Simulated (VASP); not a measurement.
The system is SbSe4.

```
Sb Se
1.0
     4.99975    0.00000    0.00000
     0.00000    4.99975    0.00000
     0.00000    0.00000    5.25029
Sb Se
1 4
Cartesian
  0.0000 0.0000 0.0000
  0.0000 2.4999 2.6251
  2.4999 0.0000 2.6251
  2.4999 2.4999 2.6251
  2.4999 2.4999 0.0000
```

```yaml
Program: VASP 6.6.1
Task: relaxation of cell and atoms
Functional: PBE
Potentials_or_basis: VASP PAW PBE potentials, release 64 (Sb, Se)
Cutoff: 600 eV
k_mesh: 4 × 4 × 4
Occupations: gaussian, width 0.1 eV
Spin: no spin polarisation
```

At the start: pressure -0.3 GPa; volume 26.25 Å³/atom.

How do energy, volume and symmetry change on relaxing?

Over 3 steps the energy falls by 14.8 meV/atom and the volume is 26.06 Å³/atom (-0.7 %); space group Pm-3m (No. 221, to 0.05 Å).

The path:
```csv
step,energy change (eV),largest force (eV/Å),pressure (GPa),volume (Å³)
1,0.0000,0.0000,-0.26,131.24
2,-0.0737,0.0000,-0.19,130.34
3,-0.0738,0.0000,-0.17,130.29
```

Final structure:
```cif
data_structure
_symmetry_space_group_name_H-M 'P 1'
_symmetry_Int_Tables_number 1
_cell_length_a 5.0698
_cell_length_b 5.0698
_cell_length_c 5.0692
_cell_angle_alpha 90.000
_cell_angle_beta 90.000
_cell_angle_gamma 90.000
_cell_volume 130.29
loop_
_atom_site_label
_atom_site_type_symbol
_atom_site_fract_x
_atom_site_fract_y
_atom_site_fract_z
_atom_site_occupancy
Sb1 Sb 0.00000 0.00000 0.00000 1
Se1 Se 0.00000 0.50000 0.50000 1
Se2 Se 0.50000 0.00000 0.50000 1
Se3 Se 0.50000 0.50000 0.50000 1
Se4 Se 0.50000 0.50000 0.00000 1
```
